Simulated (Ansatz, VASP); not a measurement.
ZnO: VASP beside Ansatz

The input INCAR:

```
SYSTEM = ZnO
  ALGO = Normal
  EDIFF = 1E-6
  ENCUT = 520
  GGA = CA
  ISIF = 2
  ISMEAR = 0
  LASPH = .True.
  LCHARG = .False.
  LREAL = .False.
  LWAVE = .False.
  NBANDS = 26
  NELM = 100
  PREC = Accurate
  SIGMA = 0.01
```

KPOINTS

```
k-points
0
Gamma
  8 8 4
  0 0 0
```

File POSCAR:

```
ZnO
1.0
    3.2030815810      0.0000000000      0.0000000000
   -1.6015407905      2.7739500196      0.0000000000
    0.0000000000      0.0000000000      5.1256179656
Zn O
2 2
Direct
    0.3333333333      0.6666666667      0.4989258314
    0.6666666667      0.3333333333     -0.0010741686
    0.6666666667      0.3333333333      0.3800841686
    0.3333333333      0.6666666667      0.8800841686
```

Input for Ansatz:

```yaml
crystal:
  lattice:
    - [3.20308158101, 0.0, 0.0]
    - [-1.60154079051, 2.77395001955, 0.0]
    - [0.0, 0.0, 5.12561796557]
  atoms:
    - { symbol: Zn, position: [0.333333333333, 0.666666666667, 0.498925831369] }
    - { symbol: Zn, position: [0.666666666667, 0.333333333333, -0.001074168631] }
    - { symbol: O, position: [0.666666666667, 0.333333333333, 0.380084168631] }
    - { symbol: O, position: [0.333333333333, 0.666666666667, 0.880084168631] }
kpoints:
  mp_grid: { grid: [8, 8, 4] }
scf:
  occupations: { method: fixed }
  convergence: { dr2_threshold: 1.0e-10 }
hamiltonian:
  xc: lda
  pseudopotentials: { kind: all_electron, lapw: { basis_error: 0.0005 } }
output:
  forces: true
  stress: true
  eigenstates:
    kpoints:
      - [0.0, 0.0, 0.0]
      - [0.0, 0.0, -0.5]
      - [-0.5, 0.0, 0.0]
      - [-0.5, 0.5, 0.0]
      - [0.0, -0.5, 0.0]
      - [-0.5, 0.0, -0.5]
      - [-0.5, 0.5, -0.5]
      - [0.0, -0.5, -0.5]
  eigenvalues: true
```

Change from the starting cell: film at in-plane strain +0.005.

Alike in both runs: task single point; functional LDA; k mesh 8 × 8 × 4; no spin polarisation.

```csv
,VASP,Ansatz
version,VASP 6.6.1,Ansatz 0.2.0
potentials or method,"VASP PAW LDA potentials, release 64 (Zn, O), cutoff 520 eV","all-electron LAPW, scalar-relativistic"
occupations,"gaussian, width 0.01 eV",fixed
```

```tsv
	VASP	Ansatz	Ansatz less VASP
gap on the k mesh at the Fermi level (eV)	0.81	0.82	+0.005
pressure (GPa)	0.3	-0.7	-1.06
traceless stress, the component that is largest in VASP (GPa)	0.75	0.75	+0.007
```

LDA's correlation is that of Perdew and Zunger in VASP and of Perdew and Wang (1992) in Ansatz. Ansatz ran all-electron here, and VASP with PAW potentials.
